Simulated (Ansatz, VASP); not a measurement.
Ti in VASP and in Ansatz

```
Ti
1.0
     2.86660    0.00000    0.00000
    -1.43330    2.48255    0.00000
     0.00000    0.00000    4.26730
Ti
2
Cartesian
  0.0000 1.6550 1.0668
  1.4333 0.8275 3.2005
```

Alike in both runs: task single point; functional r2SCAN; k mesh 18 × 18 × 10; no spin polarisation.

|  | VASP | Ansatz |
| --- | --- | --- |
| version | VASP 6.6.1 | Ansatz 0.2.0 |
| potentials or method | VASP PAW PBE potentials, release 64 (Ti_sv), cutoff 520 eV | scalar-relativistic, plane waves, PAW |
| occupations | methfessel-paxton of order 1, width 0.05 eV | cold, width 0.05 eV |
| valence electrons in the cell | 24 | 24 |

Ansatz gave:

| Quantity | Value |
| --- | --- |
| gap on the k mesh at the Fermi level (eV) | none |
| pressure (GPa) | 19.0 |
| traceless stress, the component that is largest in VASP (GPa) | 5.11 |

Task: Which values does VASP return?

Result: gap on the k mesh at the Fermi level (eV): none; pressure (GPa): 19.6; traceless stress, the component that is largest in VASP (GPa): 5.19.

VASP's potentials were made for PBE, not for r2SCAN. A gap of «none» marks a metal or a gap that the smearing closes.
